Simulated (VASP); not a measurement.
Set up this calculation in VASP 6.6.1, as the native input.

* Task: single point
* Functional: PBEsol
* Potentials or basis: VASP PAW PBE potentials, release 64 (Y_sv)
* Cutoff: 520 eV
* k mesh: 9 × 9 × 9
* Occupations: fermi-dirac, width 0.1 eV
* Spin: no spin polarisation
* Dipole correction: no
* Further INCAR settings: ALGO = Normal; EDIFF = 1e-06; NBANDS = 18

The structure of Y lies in POSCAR:

```
Y
1.0
    0.0000000000      3.3188677236      3.3188677236
    3.3188677236      0.0000000000      3.3188677236
    3.3188677236      3.3188677236      0.0000000000
Y
2
Direct
    0.1250000000      0.1250000000      0.1250000000
    0.8750000000      0.8750000000      0.8750000000
```

This isn't the form of Y at room conditions, which is hcp.

The input as run:

INCAR

```
PREC     = Accurate       # precision mode
ENCUT    = 520            # plane-wave cutoff, eV
EDIFF    = 1E-6           # SCF threshold, eV
ISMEAR   = -1             # smearing method
SIGMA    = 0.1            # smearing width, eV
LREAL    = False          # projectors in reciprocal space
LASPH    = True           # aspherical terms in the spheres
NELM     = 80             # most SCF steps
ALGO     = Normal         # electronic algorithm
ISIF     = 2              # what is computed and relaxed
LWAVE    = False          # write WAVECAR
LCHARG   = False          # write CHGCAR
GGA      = PS             # functional
NBANDS   = 18             # bands
```

KPOINTS

```
Automatic mesh
0
Gamma
  9 9 9
```

Potentials or basis: VASP PAW PBE potentials, release 64 (Y_sv).

Command:

```sh
$ cat potpaw_PBE.64/Y_sv/POTCAR > POTCAR
$ mpirun -np 1 vasp_std > vasp.out
```

Results of the run:

```yaml
Pressure: 1.2 GPa
Band_gap_on_the_k_mesh: zero (bands 11 and 12 overlap by 0.68 eV)
```

Caveat: the PAW data sets were made with another functional, which shifts forces and pressure a little.

Run time: 82 s on 1 thread of Intel Xeon 8259CL (shared host), peak memory 0.23 GiB.
